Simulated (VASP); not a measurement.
Write the native input for VASP 6.6.1 that does the following.

```
Task                   : single point
Functional             : PBE
Potentials or basis    : VASP PAW PBE potentials, release 64 (Zn, S)
Cutoff                 : 520 eV
k mesh                 : 12 × 12 × 2
Occupations            : gaussian, width 0.05 eV
Spin                   : no spin polarisation
Dipole correction      : no
Further INCAR settings : ALGO = Normal; EDIFF = 1e-06; NBANDS = 46
```

The structure of ZnS lies in POSCAR:

```
ZnS
1.0
    3.8467234448      0.0000000000      0.0000000000
   -1.9233617224      3.3313602246      0.0000000000
    0.0000000000      0.0000000000     12.5902250307
Zn S
4 4
Direct
    0.0000000000      0.0000000000      0.0199070214
    0.0000000000      0.0000000000      0.5199070214
    0.3333333333      0.6666666667      0.2698811884
    0.6666666667      0.3333333333      0.7698811884
    0.0000000000      0.0000000000      0.1872896977
    0.0000000000      0.0000000000      0.6872896977
    0.3333333333      0.6666666667      0.4376354415
    0.6666666667      0.3333333333      0.9376354415
```

This cell differs from its parent crystal: all Zn atoms moved +0.250 Å, as atom 1 along Cartesian [0 0 1].

These files were run (other wordings do the same):

INCAR

```
SYSTEM = ZnS
ALGO = Normal ; EDIFF = 1E-6
ENCUT = 520 ; GGA = PE
ISIF = 2 ; ISMEAR = 0
LASPH = .TRUE. ; LCHARG = .TRUE.
LELF = .TRUE. ; LREAL = .FALSE.
LVHAR = .TRUE. ; LWAVE = .FALSE.
NBANDS = 46 ; NELM = 100
PREC = Accurate ; SIGMA = 0.05
```

KPOINTS

```
k-points
0
G
  12 12 2
  0 0 0
```

Potentials or basis: VASP PAW PBE potentials, release 64 (Zn, S).

The run is started by

```console
$ cat potpaw_PBE.64/Zn/POTCAR potpaw_PBE.64/S/POTCAR > POTCAR
$ mpirun -np 1 vasp_std > vasp.out
```

It gave:

| Quantity | Value |
| --- | --- |
| Pressure | 2.8 GPa |
| Largest force | 2.383 eV/Å |
| Band gap on the k mesh | 1.95 eV |

Caveat: the cell differs from its parent crystal (all Zn atoms moved +0.250 Å, as atom 1 along Cartesian [0 0 1]); the stress differs along the axes, from -2 to 13 GPa; forces of over 1 eV/Å act on the atoms, so gaps and moduli don't describe the material at rest.

It took 2.7 min on 1 thread of Intel(R) Xeon(R) 6975P-C (Granite Rapids) (shared host), peak memory 0.39 GiB.
